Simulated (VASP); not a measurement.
Hf: single point with PBEsol

Hf:

```
Hf
1.0
     0.00000    2.39760    2.13120
     2.39760    0.00000    2.13120
     2.39760    2.39760    0.00000
Hf
1
Direct
  0.00000 0.00000 0.00000
```

This cell differs from its parent crystal: strain +0.080 along x and y, -0.040 along z.

```
Program             : VASP 6.6.1
Task                : single point
Functional          : PBEsol
Potentials or basis : VASP PAW PBE potentials, release 64 (Hf_pv)
Cutoff              : 520 eV
k mesh              : 18 × 18 × 18
Occupations         : gaussian, width 0.15 eV
Spin                : no spin polarisation
```

The pressure is -11.5 GPa and the band gap on the k mesh is zero (bands 5 and 6 overlap by 1.98 eV).

Stress tensor (GPa, compression positive):
```
-13.00   0.00   0.00
  0.00 -13.00   0.00
  0.00   0.00  -8.56
```

Levels at points of the mesh, in eV from the Fermi level:
```csv
k point,band 2,band 3,band 4,band 5,band 6,band 7,band 8,band 9
"(0.00, 0.00, 0.00)",-30.29,-30.28,-6.87,1.07,1.07,2.20,2.94,4.43
"(0.50, 0.00, 0.00)",-30.42,-30.32,-3.35,0.41,0.51,1.92,5.23,6.11
"(0.50, 0.50, 0.00)",-30.58,-30.58,-2.67,-1.98,3.40,5.68,6.22,6.22
"(0.50, 0.00, 0.50)",-30.52,-30.40,-2.99,-1.60,1.59,5.37,5.61,6.70
```

It took 2.2 min on 1 thread of Intel Xeon 8259CL (shared host), peak memory 0.25 GiB.

Caveat: the cell differs from its parent crystal (strain +0.080 along x and y, -0.040 along z); the cell stands under tension; the PAW data sets were made with another functional, which shifts forces and pressure a little; spin-orbit coupling is left out, which moves the levels of the heavy elements.
